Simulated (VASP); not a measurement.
A run of VASP 6.6.1:

File INCAR:

```
ALGO     = Normal         # electronic algorithm
EDIFF    = 1E-6           # SCF threshold, eV
ENCUT    = 520            # plane-wave cutoff, eV
GGA      = PE             # functional
ISIF     = 2              # what is computed and relaxed
ISMEAR   = 0              # smearing method
LASPH    = True           # aspherical terms in the spheres
LCHARG   = False          # write CHGCAR
LREAL    = False          # projectors in reciprocal space
LWAVE    = False          # write WAVECAR
NBANDS   = 16             # bands
NELM     = 80             # most SCF steps
PREC     = Accurate       # precision mode
SIGMA    = 0.02           # smearing width, eV
```

Contents of KPOINTS:

```
k-points
0
Gamma
  8 8 8
```

POSCAR

```
AgCl
1.0
    0.0000000000      2.8059586988      2.8059586988
    2.8059586988      0.0000000000      2.8059586988
    2.8059586988      2.8059586988      0.0000000000
Ag Cl
1 1
Direct
    0.0000000000      0.0000000000      0.0000000000
    0.5000000000      0.5000000000      0.5000000000
```

Potentials or basis: VASP PAW PBE potentials, release 64 (Ag, Cl).

The run is started by

```console
$ cat potpaw_PBE.64/Ag/POTCAR potpaw_PBE.64/Cl/POTCAR > POTCAR
$ mpirun -np 1 vasp_std > vasp.out
```

Hardware: 1 thread of Intel(R) Xeon(R) 6975P-C (Granite Rapids), with other jobs on the host.

**Question.** How long does it take, and how much memory?

**Answer.** Wall time 10 s on 1 thread of Intel(R) Xeon(R) 6975P-C (Granite Rapids), on a shared host, peak memory 0.17 GiB. Counts: scf iterations 12, k points 29.
